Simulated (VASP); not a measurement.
Here is a VASP 6.6.1 calculation.

File INCAR:

```
PREC     = Accurate       # precision mode
ENCUT    = 520            # plane-wave cutoff, eV
EDIFF    = 1E-7           # SCF threshold, eV
ISMEAR   = 0              # smearing method
SIGMA    = 0.1            # smearing width, eV
LREAL    = F              # projectors in reciprocal space
LASPH    = T              # aspherical terms in the spheres
NELM     = 80             # most SCF steps
ALGO     = Normal         # electronic algorithm
ISIF     = 2              # what is computed and relaxed
LWAVE    = F              # write WAVECAR
LCHARG   = F              # write CHGCAR
LDIPOL   = T            
IDIPOL   = 3            
DIPOL    = 0.5 0.5 0.354
GGA      = PE             # functional
IVDW     = 12             # dispersion correction
NBANDS   = 16             # bands
```

The input KPOINTS:

```
Automatic mesh
0
Gamma
  15 15 1
```

POSCAR

```
C
1.0
    2.4656677095      0.0000000000      0.0000000000
   -1.2328338548      2.1353308737      0.0000000000
    0.0000000000      0.0000000000     17.5000661139
C
4
Direct
    0.6666666667      0.3333333333      0.2571699192
    0.3333333333      0.6666666667      0.2571428988
    1.0000000000      1.0000000000      0.4513468531
    0.6666666667      1.3333333333      0.4513128528
```

Potentials or basis: VASP PAW PBE potentials, release 64 (C).

The run is started by

```console
$ cat potpaw_PBE.64/C/POTCAR > POTCAR
$ mpirun -np 1 vasp_std > vasp.out
```

(1) Predict the dispersion energy per atom.

Results:

(1) -0.119 eV.
